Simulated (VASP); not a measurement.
# Ca in VASP: relaxation of the atoms with LDA

Aim: the relaxation of the atoms of Ca with LDA.

Everything below comes from runs of VASP 6.6.1. Logs are shortened: lines on timing, memory, paths and dates and some standing lists are left out, and cuts for length are marked.

### 1 The cell of the first run

The cell holds a slab with vacuum, 3 atoms: a = 3.778 Å, b = 3.778 Å, c = 26.169 Å, α = 90.00°, β = 90.00°, γ = 120.00°.

### 2 Relaxation of the atoms, LDA

Input file INCAR:

```
PREC     = Accurate       # precision mode
ENCUT    = 520            # plane-wave cutoff, eV
EDIFF    = 1E-6           # SCF threshold, eV
ISMEAR   = -1             # smearing method
SIGMA    = 0.08           # smearing width, eV
LREAL    = False          # projectors in reciprocal space
LASPH    = True           # aspherical terms in the spheres
NELM     = 100            # most SCF steps
ALGO     = Normal         # electronic algorithm
ISIF     = 2              # what is computed and relaxed
LWAVE    = False          # write WAVECAR
LCHARG   = False          # write CHGCAR
LDIPOL   = True         
IDIPOL   = 3            
DIPOL    = 0.5 0.5 0.500
IBRION   = 2              # ionic algorithm
NSW      = 60             # ionic steps
EDIFFG   = -0.01          # ionic threshold
```

Input file KPOINTS:

```
regular mesh
0
Gamma
  10 10 1
```

Input file POSCAR:

```
Ca
1.0
    3.7780212610      0.0000000000      0.0000000000
   -1.8890106305      3.2718623880      0.0000000000
    0.0000000000      0.0000000000     26.1695000000
Ca
3
Direct
    0.1666666665      0.3333333335      0.3821245557
    0.5000000005      0.9999999995      0.4999999996
    0.8333333335      0.6666666665      0.6178754443
```

Potentials or basis: VASP PAW LDA potentials, release 64 (Ca_sv).

Launch:

```bash
> cat potpaw_LDA.64/Ca_sv/POTCAR > POTCAR
> mpirun -np 1 vasp_std > vasp.out
```

OUTCAR:

```text
PREC = Accurate
   ENCUT = 520
   EDIFF = 1E-6
   ISMEAR = -1
   LREAL = False
   LASPH = True
   NELM = 100
   ISIF = 2
   IBRION = 2
   NSW = 60
   EDIFFG = -0.01

 ion  position               nearest neighbor table
   1  0.167  0.333  0.382-
   2  0.500  1.000  0.500-
   3  0.833  0.667  0.618-

  LATTYP: Found a hexagonal cell.
 ALAT       =     3.7780212610
 C/A-ratio  =     6.9267741477

  Lattice vectors:

 A1 = (   3.7780212610,   0.0000000000,   0.0000000000)
 A2 = (  -1.8890106305,   3.2718623880,   0.0000000000)
 A3 = (   0.0000000000,   0.0000000000,  26.1695000000)

Analysis of symmetry for initial positions (statically):
=====================================================================
 Subroutine PRICEL returns:
 Original cell was already a primitive cell.

 Routine SETGRP: Setting up the symmetry group for a
 hexagonal supercell.

 Subroutine GETGRP returns: Found 12 space group operations
 (whereof  4 operations were pure point group operations)
 out of a pool of 24 trial point group operations.

The static configuration has the point symmetry C_2h.
 The point group associated with its full space group is D_3d.

Analysis of symmetry for dynamics (positions and initial velocities):
=====================================================================
 Subroutine PRICEL returns:
 Original cell was already a primitive cell.

 Routine SETGRP: Setting up the symmetry group for a
 hexagonal supercell.

 Subroutine GETGRP returns: Found 12 space group operations
 (whereof  4 operations were pure point group operations)
 out of a pool of 24 trial point group operations.

The dynamic configuration has the point symmetry C_2h.
 The point group associated with its full space group is D_3d.

 Subroutine INISYM returns: Found 12 space group operations
 (whereof  4 operations are pure point group operations),
 and found     1 'primitive' translations

----------------------------------------------------------------------------------------

                                     Primitive cell

  volume of cell :     323.4855

  direct lattice vectors                    reciprocal lattice vectors
     3.778021261  0.000000000  0.000000000     0.264688823  0.152818163  0.000000000
    -1.889010631  3.271862388  0.000000000     0.000000000  0.305636326  0.000000000
     0.000000000  0.000000000 26.169500000     0.000000000  0.000000000  0.038212423

  length of vectors
     3.778021261  3.778021261 26.169500000     0.305636326  0.305636326  0.038212423

  position of ions in fractional coordinates (direct lattice)
     0.166666666  0.333333334  0.382124556
     0.500000001  0.999999999  0.500000000
     0.833333334  0.666666666  0.617875444

  ion indices of the primitive-cell ions
   primitive index   ion index
                 1           1
                 2           2
                 3           3

----------------------------------------------------------------------------------------

 KPOINTS: regular mesh

Automatic generation of k-mesh.
 Grid dimensions read from file:
 generate k-points for:   10   10    1

 Generating k-lattice:

  Cartesian coordinates                     Fractional coordinates (reciprocal lattice)
     0.026468882  0.015281816  0.000000000     0.100000000 -0.000000000  0.000000000
     0.000000000  0.030563633  0.000000000     0.000000000  0.100000000  0.000000000
     0.000000000  0.000000000  0.038212423     0.000000000  0.000000000  1.000000000

  Length of vectors
     0.030563633  0.030563633  0.038212423

  Shift w.r.t. Gamma in fractional coordinates (k-lattice)
     0.000000000  0.000000000  0.000000000

 Subroutine IBZKPT returns following result:
 ===========================================

 Found     14 irreducible k-points:

 Following reciprocal coordinates:
            Coordinates               Weight
  0.000000  0.000000  0.000000      1.000000
  0.100000  0.000000  0.000000      6.000000
  0.200000  0.000000  0.000000      6.000000
  0.300000  0.000000  0.000000      6.000000
  0.400000  0.000000  0.000000      6.000000
  0.500000  0.000000  0.000000      3.000000
  0.100000  0.100000  0.000000      6.000000
  0.200000  0.100000  0.000000     12.000000
  0.300000  0.100000  0.000000     12.000000
  0.400000  0.100000  0.000000     12.000000
  0.200000  0.200000  0.000000      6.000000
  0.300000  0.200000  0.000000     12.000000
  0.400000  0.200000  0.000000      6.000000
  0.300000  0.300000  0.000000      6.000000
   k-points           NKPTS =     14   k-points in BZ     NKDIM =     14   number of bands    NBANDS=     19
   number of dos      NEDOS =    301   number of ions     NIONS =      3
   total plane-waves  NPLWV = 153664
   dimension x,y,z NGX =    28 NGY =   28 NGZ =  196
   dimension x,y,z NGXF=    56 NGYF=   56 NGZF=  392
   ions per type =               3
   NGX,Y,Z   is equivalent  to a cutoff of  12.32, 12.32, 12.45 a.u.
   NGXF,Y,Z  is equivalent  to a cutoff of  24.64, 24.64, 24.90 a.u.
 SYSTEM =  unknown system
   PREC   = accura    normal or accurate (medium, high low for compatibility)
   ISTART =      0    job   : 0-new  1-cont  2-samecut
   ICHARG =      2    charge: 1-file 2-atom 10-const
   ISPIN  =      1    spin polarized calculation?
   LNONCOLLINEAR =      F non collinear calculations
   LSORBIT =      F    spin-orbit coupling
   LASPH  =      T    aspherical Exc in radial PAW
   ENCUT  =  520.0 eV  38.22 Ry    6.18 a.u.   7.02  7.02 48.66*2*pi/ulx,y,z
   NELM   =    100;   NELMIN=  2; NELMDL= -5     # of ELM steps
   EDIFF  = 0.1E-05   stopping-criterion for ELM
   LREAL  =      F    real-space projection
   EDIFFG = -.1E-01   stopping-criterion for IOM
   NSW    =     60    number of steps for IOM
   IBRION =      2    ionic relax: 0-MD 1-quasi-New 2-CG
   NFREE  =      1    steps in history (QN), initial steepest desc. (CG)
   ISIF   =      2    stress and relaxation
   ISYM   =      2    0-nonsym 1-usesym 2-fastsym
   POTIM  = 0.5000    time-step for ionic-motion
   TEBEG  =    0.0;   TEEND  =   0.0 temperature during run
   PSTRESS=    0.0 pullay stress
   NELECT =      30.0000    total number of electrons
   NUPDOWN=      -1.0000    fix difference up-down
   EMIN   =  10.00;   EMAX   =-10.00  energy-range for DOS
   EFERMI =   0.00;   METHOD = LEGACY
   ISMEAR =    -1;   SIGMA  =   0.08  broadening in eV -4-tet -1-fermi 0-gaus
   EFERMI_NEDOS =   21; number of points for ismear=-14 and -15
   IALGO  =     38    algorithm
   IMIX   =      4    mixing-type and parameters
     AMIX     =   0.40;   BMIX     =  1.00
     AMIX_MAG =   1.60;   BMIX_MAG =  1.00
  volume/ion in A,a.u.               =     107.83       727.66
  Fermi-wavevector in a.u.,A,eV,Ry     =   0.741021  1.400326  7.471117  0.549112
  Thomas-Fermi vector in A             =   1.835562
   LORBIT       =      0    0 simple, 1 ext, 2 COOP (PROOUT), +10 PAW based schemes
   GGA     = CA    functional components
   LHFCALC =     F    Hartree Fock is set to
   AEXX    =    0.0000 exact exchange contribution
   IVDW    =     0    specifies the selected vdW correction
   LEPSILON=     F    determine dielectric tensor
   LRPA    =     F    only Hartree local field effects (RPA)
 conjugate gradient relaxation of ions
 non-spin polarized calculation
  energy-cutoff  :      520.00
  volume of cell :      323.49
 maximum number of plane-waves:      8740
   NGX = 15   NGY = 15   NGZ = 97

 dipolmoment           0.000000      0.000000     -0.000000 electrons x Angstroem

--------------------------------------- Ionic step        1  -------------------------------------------

 number of electron      29.9999999 magnetization

 Free energy of the ion-electron system (eV)
  ---------------------------------------------------
  ext. energy  EPLUGINS =         0.00000000
  ---------------------------------------------------
  free energy    TOTEN  =        -5.80254842 eV

  energy without entropy =       -5.71264178  energy(sigma->0) =       -5.75759510

------------------------ aborting loop because EDIFF is reached ----------------------------------------

  FORCE on cell =-STRESS in cart. coord.  units (eV):
  Direction    XX          YY          ZZ          XY          YZ          ZX
  --------------------------------------------------------------------------------------
  -------------------------------------------------------------------------------------
  Total       -0.0425847     -0.0425847     -0.4599270     -0.0000000      0.0000000     -0.0000000
  in kB       -0.2109158     -0.2109158     -2.2779525     -0.0000000      0.0000000     -0.0000000
  external PRESSURE =      -0.8999281 kB  Pullay stress =       0.0000000 kB
[... 133 lines left out ...]
  energy  without entropy=       -5.7162768253  energy(sigma->0) =       -5.76133307

--------------------------------------- Ionic step        5  -------------------------------------------

 number of electron      29.9999997 magnetization

 dipolmoment           0.000000      0.000000      0.000000 electrons x Angstroem

 Free energy of the ion-electron system (eV)
  ---------------------------------------------------
  ext. energy  EPLUGINS =         0.00000000
  ---------------------------------------------------
  free energy    TOTEN  =        -5.80825691 eV

  energy without entropy =       -5.71847978  energy(sigma->0) =       -5.76336834

 E-fermi :  -1.0651     XC(G=0):  -3.5599

 val. band max:       -1.0780970400   @ k =   0.0000   0.0000   0.0000
 cond. band min:      -1.0422190349   @ k =   0.1000   0.0000   0.0000
 fundamental gap:      0.0358780051
 Fermi energy:        -1.0650547013

 k-point     1 :       0.0000    0.0000    0.0000
  band No.  band energies     occupation
      1     -42.8169      2.00000
      2     -42.8167      2.00000
      3     -42.3509      2.00000
      4     -24.1852      2.00000
      5     -24.1723      2.00000
      6     -23.9961      2.00000
[... 11 lines left out ...]
     18       0.0135      0.00000
     19       0.8994      0.00000
[... 271 lines left out ...]
      5     -24.1501      2.00000
      6     -24.1210      2.00000
[... 11 lines left out ...]
     18      -0.4045      0.00052
     19      -0.2379      0.00006

------------------------ aborting loop because EDIFF is reached ----------------------------------------

 vacuum level on the upper side and lower side of the slab       (xc-potential included)        -0.007        -0.007

  FORCE on cell =-STRESS in cart. coord.  units (eV):
  Direction    XX          YY          ZZ          XY          YZ          ZX
  --------------------------------------------------------------------------------------
  -------------------------------------------------------------------------------------
  Total        0.0940829      0.0940829     -0.0459251      0.0000000     -0.0000000      0.0000000
  in kB        0.4659793      0.4659793     -0.2274604      0.0000000     -0.0000000      0.0000000
  external PRESSURE =       0.2348327 kB  Pullay stress =       0.0000000 kB

 VOLUME and BASIS-vectors are now :
 -----------------------------------------------------------------------------
  energy-cutoff  :      520.00
  volume of cell :      323.49
      direct lattice vectors                 reciprocal lattice vectors
     3.778021261  0.000000000  0.000000000     0.264688823  0.152818163  0.000000000
    -1.889010631  3.271862388  0.000000000     0.000000000  0.305636326  0.000000000
     0.000000000  0.000000000 26.169500000     0.000000000  0.000000000  0.038212423
[... 9 lines left out ...]
  FREE ENERGIE OF THE ION-ELECTRON SYSTEM (eV)
  ---------------------------------------------------
  free  energy   TOTEN  =        -5.8082569054 eV

  energy  without entropy=       -5.7184797817  energy(sigma->0) =       -5.76336834

 reached required accuracy - stopping structural energy minimisation

 vacuum level on the upper side and lower side of the slab         1.987         1.987
```

Run time: 5.7 min. Hardware: 1 thread of Intel Xeon 8259CL, shared host; peak memory 0.34 GiB.

What came out:

* Free energy: -5.8083 eV
* Energy gained by relaxing: 1.9 meV/atom
* Ionic steps: 5
* Largest force after relaxing: 0.004 eV/Å
* Band gap on the k mesh: zero (bands 15 and 16 overlap by 0.11 eV)

Forces in eV/Å, atoms in the order of the input:
```
Ca   0.000  0.000  0.004
Ca   0.000  0.000  0.000
Ca   0.000  0.000 -0.004
```

Step by step:
```csv
step,energy change (eV),largest force (eV/Å),pressure (GPa)
1,0.0000,0.0706,-0.09
2,-0.0005,0.0677,-0.09
3,-0.0018,0.0596,-0.07
4,-0.0038,0.0429,-0.04
5,-0.0057,0.0036,0.02
```

Final structure:
```xyz
3
Lattice="3.7780 0.0000 0.0000 -1.8890 3.2719 0.0000 0.0000 0.0000 26.1695" Properties=species:S:1:pos:R:3 pbc="T T T"
Ca    0.0000    1.0906   10.0749
Ca    0.0000    3.2719   13.0847
Ca    1.8890    2.1812   16.0946
```

The gap in the log of VASP goes by the Fermi energy; the results here count the filled bands.